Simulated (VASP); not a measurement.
# Ir (Fm-3m) in VASP: further runs

The runs below take Ir through single point, with PBEsol, PBE.

All numbers are computed with VASP 6.6.1; they aren't measurements. Logs are shortened: lines on timing, memory, paths and dates and some standing lists are left out, and cuts for length are marked.

**1. The cell of the first run**

The structure is cubic, space group Fm-3m (No. 225). The conventional cell has a = 3.854 Å, b = 3.854 Å, c = 3.854 Å, α = 90.00°, β = 90.00°, γ = 90.00°. Ir (site symmetry m-3m) has 12 Ir at 2.73 Å within 3.6 Å.

**2. Single point, PBEsol**

File INCAR:

```
SYSTEM = Ir
PREC = Accurate
ENCUT = 520
EDIFF = 1E-6
ISMEAR = -1
SIGMA = 0.03
LREAL = .False.
LASPH = .True.
NELM = 100
ALGO = Normal
ISIF = 2
LWAVE = .False.
LCHARG = .True.
GGA = PS
LELF = .True.
LVHAR = .True.
NBANDS = 10
```

File KPOINTS:

```
Automatic mesh
0
Gamma
  18 18 18
  0 0 0
```

File POSCAR:

```
Ir
1.0
    0.0000000000      1.9269646676      1.9269646676
    1.9269646676      0.0000000000      1.9269646676
    1.9269646676      1.9269646676      0.0000000000
Ir
1
Direct
    0.0000000000      0.0000000000      0.0000000000
```

Potentials or basis: VASP PAW PBE potentials, release 64 (Ir).

The run is started by

```
> cat potpaw_PBE.64/Ir/POTCAR > POTCAR
> mpirun -np 1 vasp_std > vasp.out
```

OUTCAR:

```text
SYSTEM = Ir
   PREC = Accurate
   ENCUT = 520
   EDIFF = 1E-6
   ISMEAR = -1
   LREAL = .False.
   LASPH = .True.
   NELM = 100
   ISIF = 2
   GGA = PS

 ion  position               nearest neighbor table
   1  0.000  0.000  0.000-

  LATTYP: Found a face centered cubic cell.
 ALAT       =     3.8539293352

  Lattice vectors:

 A1 = (   0.0000000000,   1.9269646676,   1.9269646676)
 A2 = (   1.9269646676,   0.0000000000,   1.9269646676)
 A3 = (   1.9269646676,   1.9269646676,   0.0000000000)

Analysis of symmetry for initial positions (statically):
=====================================================================
 Subroutine PRICEL returns:
 Original cell was already a primitive cell.

 Routine SETGRP: Setting up the symmetry group for a
 face centered cubic supercell.

 Subroutine GETGRP returns: Found 48 space group operations
 (whereof 48 operations were pure point group operations)
 out of a pool of 48 trial point group operations.

The static configuration has the point symmetry O_h .

Analysis of symmetry for dynamics (positions and initial velocities):
=====================================================================
 Subroutine PRICEL returns:
 Original cell was already a primitive cell.

 Routine SETGRP: Setting up the symmetry group for a
 face centered cubic supercell.

 Subroutine GETGRP returns: Found 48 space group operations
 (whereof 48 operations were pure point group operations)
 out of a pool of 48 trial point group operations.

The dynamic configuration has the point symmetry O_h .

 Subroutine INISYM returns: Found 48 space group operations
 (whereof 48 operations are pure point group operations),
 and found     1 'primitive' translations

----------------------------------------------------------------------------------------

                                     Primitive cell

  volume of cell :      14.3104

  direct lattice vectors                    reciprocal lattice vectors
     0.000000000  1.926964668  1.926964668    -0.259475437  0.259475437  0.259475437
     1.926964668  0.000000000  1.926964668     0.259475437 -0.259475437  0.259475437
     1.926964668  1.926964668  0.000000000     0.259475437  0.259475437 -0.259475437

  length of vectors
     2.725139567  2.725139567  2.725139567     0.449424641  0.449424641  0.449424641

  position of ions in fractional coordinates (direct lattice)
     0.000000000  0.000000000  0.000000000

  ion indices of the primitive-cell ions
   primitive index   ion index
                 1           1

----------------------------------------------------------------------------------------

 KPOINTS: Automatic mesh

Automatic generation of k-mesh.
 Grid dimensions read from file:
 generate k-points for:   18   18   18

 Generating k-lattice:

  Cartesian coordinates                     Fractional coordinates (reciprocal lattice)
    -0.014415302  0.014415302  0.014415302     0.055555556  0.000000000  0.000000000
     0.014415302 -0.014415302  0.014415302     0.000000000  0.055555556  0.000000000
     0.014415302  0.014415302 -0.014415302     0.000000000  0.000000000  0.055555556

  Length of vectors
     0.024968036  0.024968036  0.024968036

  Shift w.r.t. Gamma in fractional coordinates (k-lattice)
     0.000000000  0.000000000  0.000000000

 Subroutine IBZKPT returns following result:
 ===========================================

 Found    195 irreducible k-points:

 Following reciprocal coordinates:
            Coordinates               Weight
  0.000000  0.000000  0.000000      1.000000
  0.055556  0.000000  0.000000      8.000000
  0.111111  0.000000  0.000000      8.000000
  0.166667  0.000000  0.000000      8.000000
  0.222222  0.000000  0.000000      8.000000
  0.277778  0.000000  0.000000      8.000000
[... 16 lines left out ...]
 -0.277778  0.055556  0.000000     24.000000
 -0.222222  0.055556  0.000000     24.000000
 [... further k-points ...]
   k-points           NKPTS =    195   k-points in BZ     NKDIM =    195   number of bands    NBANDS=     10
   number of dos      NEDOS =    301   number of ions     NIONS =      1
   total plane-waves  NPLWV =   8000
   dimension x,y,z NGX =    20 NGY =   20 NGZ =   20
   dimension x,y,z NGXF=    40 NGYF=   40 NGZF=   40
   ions per type =               1
   NGX,Y,Z   is equivalent  to a cutoff of  12.20, 12.20, 12.20 a.u.
   NGXF,Y,Z  is equivalent  to a cutoff of  24.40, 24.40, 24.40 a.u.
 SYSTEM =  Ir
   PREC   = accura    normal or accurate (medium, high low for compatibility)
   ISTART =      0    job   : 0-new  1-cont  2-samecut
   ICHARG =      2    charge: 1-file 2-atom 10-const
   ISPIN  =      1    spin polarized calculation?
   LNONCOLLINEAR =      F non collinear calculations
   LSORBIT =      F    spin-orbit coupling
   LASPH  =      T    aspherical Exc in radial PAW
   ENCUT  =  520.0 eV  38.22 Ry    6.18 a.u.   5.07  5.07  5.07*2*pi/ulx,y,z
   NELM   =    100;   NELMIN=  2; NELMDL= -5     # of ELM steps
   EDIFF  = 0.1E-05   stopping-criterion for ELM
   LREAL  =      F    real-space projection
   EDIFFG = 0.1E-04   stopping-criterion for IOM
   NSW    =      0    number of steps for IOM
   IBRION =     -1    ionic relax: 0-MD 1-quasi-New 2-CG
   NFREE  =      0    steps in history (QN), initial steepest desc. (CG)
   ISIF   =      2    stress and relaxation
   ISYM   =      2    0-nonsym 1-usesym 2-fastsym
   POTIM  = 0.5000    time-step for ionic-motion
   TEBEG  =    0.0;   TEEND  =   0.0 temperature during run
   PSTRESS=    0.0 pullay stress
   NELECT =       9.0000    total number of electrons
   NUPDOWN=      -1.0000    fix difference up-down
   EMIN   =  10.00;   EMAX   =-10.00  energy-range for DOS
   EFERMI =   0.00;   METHOD = LEGACY
   ISMEAR =    -1;   SIGMA  =   0.03  broadening in eV -4-tet -1-fermi 0-gaus
   EFERMI_NEDOS =   21; number of points for ismear=-14 and -15
   IALGO  =     38    algorithm
   IMIX   =      4    mixing-type and parameters
     AMIX     =   0.40;   BMIX     =  1.00
     AMIX_MAG =   1.60;   BMIX_MAG =  1.00
  volume/ion in A,a.u.               =      14.31        96.57
  Fermi-wavevector in a.u.,A,eV,Ry     =   1.402615  2.650559 26.767147  1.967330
  Thomas-Fermi vector in A             =   2.525359
   LORBIT       =      0    0 simple, 1 ext, 2 COOP (PROOUT), +10 PAW based schemes
   GGA     = PS    functional components
   LHFCALC =     F    Hartree Fock is set to
   AEXX    =    0.0000 exact exchange contribution
   IVDW    =     0    specifies the selected vdW correction
   LEPSILON=     F    determine dielectric tensor
   LRPA    =     F    only Hartree local field effects (RPA)
 non-spin polarized calculation
  energy-cutoff  :      520.00
  volume of cell :       14.31
 maximum number of plane-waves:       397
   NGX = 11   NGY = 11   NGZ = 11

 number of electron       9.0000000 magnetization

 Free energy of the ion-electron system (eV)
  ---------------------------------------------------
  ext. energy  EPLUGINS =         0.00000000
  ---------------------------------------------------
  free energy    TOTEN  =        -9.81813175 eV

  energy without entropy =       -9.81499964  energy(sigma->0) =       -9.81656569

 E-fermi :  10.0826     XC(G=0): -14.0343

 val. band max:       10.0758964415   @ k =   0.5000   0.2222   0.1111
 cond. band min:      10.0899207452   @ k =   0.3333   0.1111   0.0556
 fundamental gap:      0.0140243037
 Fermi energy:        10.0826408912

 k-point     1 :       0.0000    0.0000    0.0000
  band No.  band energies     occupation
      1      -1.0192      2.00000
      2       6.2118      2.00000
      3       6.2118      2.00000
      4       6.2118      2.00000
      5       8.8786      2.00000
      6       8.8786      2.00000
      7      24.3882      0.00000
      8      29.8933      0.00000
      9      29.8933      0.00000
     10      29.8933      0.00000

 k-point     2 :       0.0556    0.0000    0.0000
  band No.  band energies     occupation
      1      -0.8832      2.00000
      2       6.1389      2.00000
      3       6.2710      2.00000
      4       6.2710      2.00000
      5       8.8402      2.00000
      6       8.8402      2.00000
      7      24.6231      0.00000
      8      29.1461      0.00000
      9      30.1160      0.00000
     10      30.1160      0.00000

 k-point     3 :       0.1111    0.0000    0.0000
  band No.  band energies     occupation
      1      -0.4889      2.00000
      2       5.9516      2.00000
      3       6.4264      2.00000
      4       6.4264      2.00000
      5       8.7564      2.00000
      6       8.7564      2.00000
      7      25.2678      0.00000
      8      27.6865      0.00000
      9      30.7632      0.00000
     10      30.7632      0.00000

 k-point     4 :       0.1667    0.0000    0.0000
  band No.  band energies     occupation
      1       0.1167      2.00000
      2       5.7383      2.00000
      3       6.6014      2.00000
      4       6.6014      2.00000
      5       8.7240      2.00000
      6       8.7240      2.00000
      7      25.9382      0.00000
      8      26.3148      0.00000
      9      31.7719      0.00000
     10      31.7719      0.00000
[... 222 lines left out ...]
 k-point    22 :      -0.3333    0.0556    0.0000
  band No.  band energies     occupation
      1       2.0588      2.00000
      2       6.3103      2.00000
      3       6.4500      2.00000
      4       6.6923      2.00000
      5       9.6801      2.00000
      6      10.5663      0.00000
      7      20.6338      0.00000
      8      25.3463      0.00000
      9      30.6083      0.00000
     10      32.6771      0.00000

 k-point    23 :      -0.2778    0.0556    0.0000
  band No.  band energies     occupation
      1       1.7611      2.00000
      2       5.8771      2.00000
      3       6.5212      2.00000
      4       6.6286      2.00000
      5       9.0667      2.00000
      6       9.9673      1.95807
      7      22.4673      0.00000
      8      26.3139      0.00000
      9      31.6355      0.00000
     10      33.7314      0.00000

 k-point    24 :      -0.2222    0.0556    0.0000
  band No.  band energies     occupation
      1       1.1809      2.00000
      2       5.5477      2.00000
      3       6.6656      2.00000
      4       6.7571      2.00000
      5       8.5912      2.00000
      6       9.4372      2.00000
      7      24.1257      0.00000
      8      26.9388      0.00000
      9      31.9510      0.00000
     10      33.1786      0.00000

 [... further k-points ...]
[... 5 lines left out ...]
  --------------------------------------------------------------------------------------
  -------------------------------------------------------------------------------------
  Total       -0.5350553     -0.5350553     -0.5350553     -0.0000000     -0.0000000      0.0000000
  in kB      -59.9043028    -59.9043028    -59.9043028     -0.0000000     -0.0000000      0.0000000
  external PRESSURE =     -59.9043028 kB  Pullay stress =       0.0000000 kB

 VOLUME and BASIS-vectors are now :
 -----------------------------------------------------------------------------
  energy-cutoff  :      520.00
  volume of cell :       14.31
      direct lattice vectors                 reciprocal lattice vectors
     0.000000000  1.926964668  1.926964668    -0.259475437  0.259475437  0.259475437
     1.926964668  0.000000000  1.926964668     0.259475437 -0.259475437  0.259475437
     1.926964668  1.926964668  0.000000000     0.259475437  0.259475437 -0.259475437

 POSITION                                       TOTAL-FORCE (eV/Angst)
 -----------------------------------------------------------------------------------
      0.00000      0.00000      0.00000        -0.000000      0.000000     -0.000000
 -----------------------------------------------------------------------------------
    total drift:                                0.000000     -0.000000     -0.000000

  FREE ENERGIE OF THE ION-ELECTRON SYSTEM (eV)
  ---------------------------------------------------
  free  energy   TOTEN  =        -9.8181317472 eV

  energy  without entropy=       -9.8149996377  energy(sigma->0) =       -9.81656569
```

Wall time 9 s (1 thread of Intel Xeon 6975P-C (Granite Rapids), shared host); peak memory 0.15 GiB.

What came out:

```yaml
Free_energy: -9.8181 eV
Pressure: -6.0 GPa
```

Levels at points of the mesh, in eV from the Fermi level:
```csv
k point,band 1,band 2,band 3,band 4,band 5,band 6,band 7,band 8
"(0.00, 0.00, 0.00)",-11.10,-3.87,-3.87,-3.87,-1.20,-1.20,14.31,19.81
"(0.50, 0.00, 0.00)",-8.06,-3.96,-3.96,-0.82,0.85,0.85,7.07,13.83
"(0.50, 0.50, 0.00)",-7.84,-7.28,0.83,1.41,1.41,1.61,10.27,11.57
```

Caveat: the PAW data sets were made with another functional, which shifts forces and pressure a little; spin-orbit coupling is left out, which moves the levels of the heavy elements.

**3. Single point, PBE**

File INCAR:

```
ALGO     = Normal         # electronic algorithm
EDIFF    = 1E-7           # SCF threshold, eV
ENCUT    = 520            # plane-wave cutoff, eV
GGA      = PE             # functional
ISIF     = 2              # what is computed and relaxed
ISMEAR   = -1             # smearing method
LASPH    = True           # aspherical terms in the spheres
LCHARG   = True           # write CHGCAR
LELF     = True           # ELF
LREAL    = False          # projectors in reciprocal space
LVHAR    = True         
LWAVE    = False          # write WAVECAR
NBANDS   = 10             # bands
NELM     = 60             # most SCF steps
PREC     = Accurate       # precision mode
SIGMA    = 0.03           # smearing width, eV
```

File KPOINTS:

```
k-points
0
Gamma
  18 18 18
```

POSCAR is that of step 2.

Potentials or basis: VASP PAW PBE potentials, release 64 (Ir).

The run is started by

```
> cat potpaw_PBE.64/Ir/POTCAR > POTCAR
> mpirun -np 1 vasp_std > vasp.out
```

Run time: 9.5 s. Hardware: 1 thread of Intel Xeon 6975P-C (Granite Rapids), shared host; peak memory 0.15 GiB.

It converged, with:

* Free energy: -8.8493 eV
* Pressure: 5.2 GPa

Levels at points of the mesh, in eV from the Fermi level:
| k point | band 1 | band 2 | band 3 | band 4 | band 5 | band 6 | band 7 | band 8 | band 9 |
| --- | --- | --- | --- | --- | --- | --- | --- | --- | --- |
| (0.00, 0.00, 0.00) | -11.03 | -3.85 | -3.85 | -3.85 | -1.21 | -1.21 | 14.31 | 19.83 | 19.83 |
| (0.50, 0.00, 0.00) | -8.01 | -3.95 | -3.95 | -0.77 | 0.84 | 0.84 | 7.11 | 13.85 | 19.66 |
| (0.50, 0.50, 0.00) | -7.82 | -7.25 | 0.81 | 1.41 | 1.41 | 1.67 | 10.32 | 11.62 | 11.62 |

Caveat: spin-orbit coupling is left out, which moves the levels of the heavy elements.

**4. Single point, PBE, non-collinear spin, zero start, spin-orbit coupling**

File INCAR:

```
SYSTEM = Ir
ALGO = Normal
EDIFF = 1E-7
ENCUT = 520
GGA = PE
GGA_COMPAT = .FALSE.
ISIF = 2
ISMEAR = -1
LASPH = .TRUE.
LCHARG = .TRUE.
LMAXMIX = 4
LORBIT = 11
LORBMOM = .TRUE.
LREAL = .FALSE.
LSORBIT = .TRUE.
LVHAR = .TRUE.
LWAVE = .FALSE.
MAGMOM = 0 0 0
NBANDS = 20
NELM = 150
PREC = Accurate
SIGMA = 0.03
```

File KPOINTS:

```
k-points
0
G
  18 18 18
  0 0 0
```

POSCAR is that of step 3.

The run is started by

```
> cat potpaw_PBE.64/Ir/POTCAR > POTCAR
> mpirun -np 1 vasp_ncl > vasp.out
```

It took 43 s on 1 thread of Intel Xeon 6975P-C (Granite Rapids), shared host; peak memory 0.22 GiB.

The run converged. Its results:

| Quantity | Value |
| --- | --- |
| Free energy | -9.2343 eV |
| Pressure | 6.3 GPa |
| Net moment | 0.00 μB per cell |
| Valence electrons inside the program's atomic spheres | Ir 8.36 |

Moments on the atoms (μB; x, y, z):
```
Ir  0.00 0.00 0.00
```

[end of part 1 of 2]
